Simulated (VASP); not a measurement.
Runs of VASP 6.6.1 on CaF2. The structure is that of space group Fm-3m (No. 225), or close to it. The cells are those of the table. 

```csv
cell,gap on the mesh (eV),pressure (GPa)
"a = 3.781 Å, angles 60.0°, 3 atoms",7.67,(b)
"a = 3.713 Å, angles 60.0°, 3 atoms",8.01,16.0
"a = 3.970 Å, angles 60.0°, 3 atoms",(a),-3.8
"a = 3.909 Å, angles 60.0°, 3 atoms",7.07,(c)
```

Alike in all rows: task single point; level PBE; potentials or basis VASP PAW PBE potentials, release 64 (Ca_sv, F); no spin polarisation; k mesh 4 × 4 × 4; cutoff (eV) 600; smearing gaussian 0.01 eV.

Fill in the values left out.

(a) 6.80; (b) 9.0; (c) -0.6.

Caveats: all runs use coarse meshes.

A k mesh can miss the band edges.
